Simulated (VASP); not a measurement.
# CoO (Fm-3m) in VASP: notebook

The runs below take CoO through single point, with LDA, PBE.

Everything below comes from runs of VASP 6.6.1. Logs are shortened: lines on timing, memory, paths and dates and some standing lists are left out, and cuts for length are marked.

### Step 1. The cell of the first run

The structure is cubic, space group Fm-3m (No. 225). The conventional cell has a = 4.176 Å, b = 4.176 Å, c = 4.176 Å, α = 90.00°, β = 90.00°, γ = 90.00°. Co (site symmetry m-3m) has 6 O at 2.09 Å within 2.8 Å. Within 2.8 Å of O (site symmetry m-3m) lie 6 Co at 2.09 Å.

### Step 2. Single point, LDA, collinear spin, ferromagnetic start (9.10 Å³/atom)

Input file INCAR:

```
  ALGO = Normal
  EDIFF = 1E-7
  ENCUT = 520
  ISIF = 2
  ISMEAR = -1
  ISPIN = 2
  LASPH = True
  LCHARG = False
  LMAXMIX = 4
  LORBIT = 11
  LREAL = False
  LWAVE = False
  MAGMOM = 2 0
  NBANDS = 18
  NELM = 150
  PREC = Accurate
  SIGMA = 0.05
```

Input file KPOINTS:

```
k-points
0
Gamma
  11 11 11
```

Input file POSCAR:

```
CoO
1.0
    0.0000000000      2.0879877907      2.0879877907
    2.0879877907      0.0000000000      2.0879877907
    2.0879877907      2.0879877907      0.0000000000
Co O
1 1
Direct
    0.0000000000      0.0000000000      0.0000000000
    0.5000000000      0.5000000000      0.5000000000
```

Potentials or basis: VASP PAW LDA potentials, release 64 (Co, O).

The run is started by

```sh
$ cat potpaw_LDA.64/Co/POTCAR potpaw_LDA.64/O/POTCAR > POTCAR
$ mpirun -np 1 vasp_std > vasp.out
```

OUTCAR:

```text
EDIFF = 1E-7
   ENCUT = 520
   ISIF = 2
   ISMEAR = -1
   ISPIN = 2
   LASPH = True
   LORBIT = 11
   LREAL = False
   NELM = 150
   PREC = Accurate

 ion  position               nearest neighbor table
   1  0.000  0.000  0.000-   2 2.09   2 2.09   2 2.09   2 2.09   2 2.09   2 2.09
   2  0.500  0.500  0.500-   1 2.09   1 2.09   1 2.09   1 2.09   1 2.09   1 2.09

  LATTYP: Found a face centered cubic cell.
 ALAT       =     4.1759755814

  Lattice vectors:

 A1 = (   0.0000000000,   2.0879877907,   2.0879877907)
 A2 = (   2.0879877907,   0.0000000000,   2.0879877907)
 A3 = (   2.0879877907,   2.0879877907,   0.0000000000)

Analysis of symmetry for initial positions (statically):
=====================================================================
 Subroutine PRICEL returns:
 Original cell was already a primitive cell.

 Routine SETGRP: Setting up the symmetry group for a
 face centered cubic supercell.

 Subroutine GETGRP returns: Found 48 space group operations
 (whereof 48 operations were pure point group operations)
 out of a pool of 48 trial point group operations.

The static configuration has the point symmetry O_h .

Analysis of symmetry for dynamics (positions and initial velocities):
=====================================================================
 Subroutine PRICEL returns:
 Original cell was already a primitive cell.

 Routine SETGRP: Setting up the symmetry group for a
 face centered cubic supercell.

 Subroutine GETGRP returns: Found 48 space group operations
 (whereof 48 operations were pure point group operations)
 out of a pool of 48 trial point group operations.

The dynamic configuration has the point symmetry O_h .

Analysis of structural, dynamic, and magnetic symmetry:
=====================================================================
 Subroutine PRICEL returns:
 Original cell was already a primitive cell.

 Routine SETGRP: Setting up the symmetry group for a
 face centered cubic supercell.

 Subroutine GETGRP returns: Found 48 space group operations
 (whereof 48 operations were pure point group operations)
 out of a pool of 48 trial point group operations.

The overall configuration has the point symmetry O_h .

 Subroutine INISYM returns: Found 48 space group operations
 (whereof 48 operations are pure point group operations),
 and found     1 'primitive' translations

----------------------------------------------------------------------------------------

                                     Primitive cell

  volume of cell :      18.2060

  direct lattice vectors                    reciprocal lattice vectors
     0.000000000  2.087987791  2.087987791    -0.239465002  0.239465002  0.239465002
     2.087987791  0.000000000  2.087987791     0.239465002 -0.239465002  0.239465002
     2.087987791  2.087987791  0.000000000     0.239465002  0.239465002 -0.239465002

  length of vectors
     2.952860652  2.952860652  2.952860652     0.414765550  0.414765550  0.414765550

  position of ions in fractional coordinates (direct lattice)
     0.000000000  0.000000000  0.000000000
     0.500000000  0.500000000  0.500000000

  ion indices of the primitive-cell ions
   primitive index   ion index
                 1           1
                 2           2

----------------------------------------------------------------------------------------

 KPOINTS: k-points

Automatic generation of k-mesh.
 Grid dimensions read from file:
 generate k-points for:   11   11   11

 Generating k-lattice:

  Cartesian coordinates                     Fractional coordinates (reciprocal lattice)
    -0.021769546  0.021769546  0.021769546     0.090909091  0.000000000  0.000000000
     0.021769546 -0.021769546  0.021769546     0.000000000  0.090909091  0.000000000
     0.021769546  0.021769546 -0.021769546     0.000000000  0.000000000  0.090909091

  Length of vectors
     0.037705959  0.037705959  0.037705959

  Shift w.r.t. Gamma in fractional coordinates (k-lattice)
     0.000000000  0.000000000  0.000000000

 Subroutine IBZKPT returns following result:
 ===========================================

 Found     56 irreducible k-points:

 Following reciprocal coordinates:
            Coordinates               Weight
  0.000000  0.000000  0.000000      1.000000
  0.090909  0.000000  0.000000      8.000000
  0.181818  0.000000  0.000000      8.000000
  0.272727  0.000000  0.000000      8.000000
  0.363636  0.000000  0.000000      8.000000
  0.454545  0.000000  0.000000      8.000000
[... 16 lines left out ...]
 -0.272727  0.181818  0.000000     24.000000
 -0.181818  0.181818  0.000000     12.000000
 [... further k-points ...]
   k-points           NKPTS =     56   k-points in BZ     NKDIM =     56   number of bands    NBANDS=     18
   number of dos      NEDOS =    301   number of ions     NIONS =      2
   total plane-waves  NPLWV =  13824
   dimension x,y,z NGX =    24 NGY =   24 NGZ =   24
   dimension x,y,z NGXF=    48 NGYF=   48 NGZF=   48
   ions per type =               1   1
   NGX,Y,Z   is equivalent  to a cutoff of  13.51, 13.51, 13.51 a.u.
   NGXF,Y,Z  is equivalent  to a cutoff of  27.02, 27.02, 27.02 a.u.
 SYSTEM =  unknown system
   PREC   = accura    normal or accurate (medium, high low for compatibility)
   ISTART =      0    job   : 0-new  1-cont  2-samecut
   ICHARG =      2    charge: 1-file 2-atom 10-const
   ISPIN  =      2    spin polarized calculation?
   LNONCOLLINEAR =      F non collinear calculations
   LSORBIT =      F    spin-orbit coupling
   LASPH  =      T    aspherical Exc in radial PAW
   ENCUT  =  520.0 eV  38.22 Ry    6.18 a.u.   5.49  5.49  5.49*2*pi/ulx,y,z
   NELM   =    150;   NELMIN=  2; NELMDL= -5     # of ELM steps
   EDIFF  = 0.1E-06   stopping-criterion for ELM
   LREAL  =      F    real-space projection
   EDIFFG = 0.1E-05   stopping-criterion for IOM
   NSW    =      0    number of steps for IOM
   IBRION =     -1    ionic relax: 0-MD 1-quasi-New 2-CG
   NFREE  =      0    steps in history (QN), initial steepest desc. (CG)
   ISIF   =      2    stress and relaxation
   ISYM   =      2    0-nonsym 1-usesym 2-fastsym
   POTIM  = 0.5000    time-step for ionic-motion
   TEBEG  =    0.0;   TEEND  =   0.0 temperature during run
   PSTRESS=    0.0 pullay stress
   NELECT =      15.0000    total number of electrons
   NUPDOWN=      -1.0000    fix difference up-down
   EMIN   =  10.00;   EMAX   =-10.00  energy-range for DOS
   EFERMI =   0.00;   METHOD = LEGACY
   ISMEAR =    -1;   SIGMA  =   0.05  broadening in eV -4-tet -1-fermi 0-gaus
   EFERMI_NEDOS =   21; number of points for ismear=-14 and -15
   IALGO  =     38    algorithm
   IMIX   =      4    mixing-type and parameters
     AMIX     =   0.40;   BMIX     =  1.00
     AMIX_MAG =   1.60;   BMIX_MAG =  1.00
  volume/ion in A,a.u.               =       9.10        61.43
  Fermi-wavevector in a.u.,A,eV,Ry     =   1.534737  2.900232 32.047403  2.355418
  Thomas-Fermi vector in A             =   2.641623
   LORBIT       =     11    0 simple, 1 ext, 2 COOP (PROOUT), +10 PAW based schemes
   GGA     = CA    functional components
   LHFCALC =     F    Hartree Fock is set to
   AEXX    =    0.0000 exact exchange contribution
   IVDW    =     0    specifies the selected vdW correction
   LEPSILON=     F    determine dielectric tensor
   LRPA    =     F    only Hartree local field effects (RPA)
 spin polarized calculation
  energy-cutoff  :      520.00
  volume of cell :       18.21
 maximum number of plane-waves:       531
 NGX is ok and might be reduce to    24
   NGX = 11   NGY = 11   NGZ = 11

 number of electron      14.9999997 magnetization       2.3358314

 Free energy of the ion-electron system (eV)
  ---------------------------------------------------
  ext. energy  EPLUGINS =         0.00000000
  ---------------------------------------------------
  free energy    TOTEN  =       -14.78321628 eV

  energy without entropy =      -14.74951302  energy(sigma->0) =      -14.76636465

 E-fermi :   8.5051     XC(G=0): -13.2314

 val. band max:        8.5021646773   @ k =   0.4545   0.2727   0.0000
 cond. band min:       8.5089494784   @ k =   0.4545   0.3636   0.0000
 fundamental gap:      0.0067848011
 Fermi energy:         8.5051211118

 spin component 1

 k-point     1 :       0.0000    0.0000    0.0000
  band No.  band energies     occupation
      1     -12.1687      1.00000
      2       4.8995      1.00000
      3       4.8995      1.00000
      4       4.8995      1.00000
      5       5.6548      1.00000
      6       5.6548      1.00000
[... 10 lines left out ...]
     17      30.8675      0.00000
     18      34.0760      0.00000

 k-point     2 :       0.0909    0.0000    0.0000
  band No.  band energies     occupation
      1     -12.0711      1.00000
      2       4.1286      1.00000
      3       4.3034      1.00000
      4       4.3034      1.00000
      5       5.7265      1.00000
      6       5.7265      1.00000
[... 10 lines left out ...]
     17      31.9052      0.00000
     18      35.5231      0.00000

 k-point     3 :       0.1818    0.0000    0.0000
  band No.  band energies     occupation
      1     -11.7981      1.00000
      2       2.7912      1.00000
      3       3.5309      1.00000
      4       3.5309      1.00000
      5       5.9052      1.00000
      6       5.9052      1.00000
[... 412 lines left out ...]
 k-point    23 :      -0.2727    0.1818    0.0000
  band No.  band energies     occupation
      1     -10.9889      1.00000
      2       0.7307      1.00000
      3       2.3709      1.00000
      4       2.5635      1.00000
      5       6.2428      1.00000
      6       6.3682      1.00000
[... 10 lines left out ...]
     17      36.9032      0.00000
     18      38.8433      0.00000

 k-point    24 :      -0.1818    0.1818    0.0000
  band No.  band energies     occupation
      1     -11.3132      1.00000
      2       1.3627      1.00000
      3       2.6460      1.00000
      4       3.1081      1.00000
      5       6.0471      1.00000
      6       6.2584      1.00000
[... 10 lines left out ...]
     17      37.0900      0.00000
     18      38.8420      0.00000

 [... further k-points ...]

 spin component 2

 k-point     1 :       0.0000    0.0000    0.0000
  band No.  band energies     occupation
      1     -11.8050      1.00000
      2       5.3037      1.00000
      3       5.3037      1.00000
      4       5.3037      1.00000
      5       7.2484      1.00000
      6       7.2484      1.00000
[... 10 lines left out ...]
     17      31.5606      0.00000
     18      34.7551      0.00000

 k-point     2 :       0.0909    0.0000    0.0000
  band No.  band energies     occupation
      1     -11.7064      1.00000
      2       4.6197      1.00000
      3       4.9770      1.00000
      4       4.9770      1.00000
      5       7.3526      1.00000
      6       7.3526      1.00000
[... 10 lines left out ...]
     17      32.5479      0.00000
     18      36.2120      0.00000

 k-point     3 :       0.1818    0.0000    0.0000
  band No.  band energies     occupation
      1     -11.4303      1.00000
      2       3.2828      1.00000
      3       4.3493      1.00000
      4       4.3493      1.00000
      5       7.5770      1.00000
      6       7.5771      1.00000
[... 412 lines left out ...]
 k-point    23 :      -0.2727    0.1818    0.0000
  band No.  band energies     occupation
      1     -10.6074      1.00000
      2       1.2327      1.00000
      3       3.1565      1.00000
      4       3.2655      1.00000
      5       7.9380      0.99999
      6       8.1913      0.99812
[... 10 lines left out ...]
     17      37.2961      0.00000
     18      39.3620      0.00000

 k-point    24 :      -0.1818    0.1818    0.0000
  band No.  band energies     occupation
      1     -10.9380      1.00000
      2       1.8957      1.00000
      3       3.5516      1.00000
      4       3.6912      1.00000
      5       7.7067      1.00000
      6       8.0944      0.99973
[... 10 lines left out ...]
     17      37.5844      0.00000
     18      39.3431      0.00000

 [... further k-points ...]

------------------------ aborting loop because EDIFF is reached ----------------------------------------

  FORCE on cell =-STRESS in cart. coord.  units (eV):
  Direction    XX          YY          ZZ          XY          YZ          ZX
  --------------------------------------------------------------------------------------
  -------------------------------------------------------------------------------------
  Total       -1.6542116     -1.6542116     -1.6542116      0.0000000      0.0000000     -0.0000000
  in kB     -145.5753260   -145.5753260   -145.5753260      0.0000000      0.0000000     -0.0000000
  external PRESSURE =    -145.5753260 kB  Pullay stress =       0.0000000 kB

 VOLUME and BASIS-vectors are now :
 -----------------------------------------------------------------------------
  energy-cutoff  :      520.00
  volume of cell :       18.21
      direct lattice vectors                 reciprocal lattice vectors
     0.000000000  2.087987791  2.087987791    -0.239465002  0.239465002  0.239465002
     2.087987791  0.000000000  2.087987791     0.239465002 -0.239465002  0.239465002
     2.087987791  2.087987791  0.000000000     0.239465002  0.239465002 -0.239465002

 POSITION                                       TOTAL-FORCE (eV/Angst)
 -----------------------------------------------------------------------------------
      0.00000      0.00000      0.00000        -0.000000      0.000000      0.000000
      2.08799      2.08799      2.08799         0.000000     -0.000000     -0.000000
 -----------------------------------------------------------------------------------
    total drift:                                0.000000     -0.000000     -0.000000

  FREE ENERGIE OF THE ION-ELECTRON SYSTEM (eV)
  ---------------------------------------------------
  free  energy   TOTEN  =       -14.7832162773 eV

  energy  without entropy=      -14.7495130185  energy(sigma->0) =      -14.76636465

 total charge

# of ion       s       p       d       tot
------------------------------------------
    1        0.311   0.394   7.261   7.966
    2        1.548   3.395   0.000   4.943
--------------------------------------------------
tot          1.859   3.789   7.261  12.909

 magnetization (x)

# of ion       s       p       d       tot
------------------------------------------
    1        0.019   0.017   2.046   2.083
    2        0.028   0.179   0.000   0.207
--------------------------------------------------
tot          0.047   0.196   2.046   2.290
```

Wall time 65 s (1 thread of Intel Xeon 8259CL, shared host); peak memory 0.16 GiB.

What came out:

```
Free energy                                           : -14.7832 eV
Pressure                                              : -14.6 GPa
Net moment                                            : 2.34 μB per cell
Site moments                                          : Co +2.08; O +0.21 μB
Valence electrons inside the program's atomic spheres : Co 7.97; O 4.94
```

Caveat: the cell stands under tension; a cell with one magnetic atom can't hold antiferromagnetic order, which such compounds often take; semilocal functionals often make such compounds metallic where correlation or magnetic order opens a gap, which also shifts bond lengths.

(Continued in part 2 of 3.)
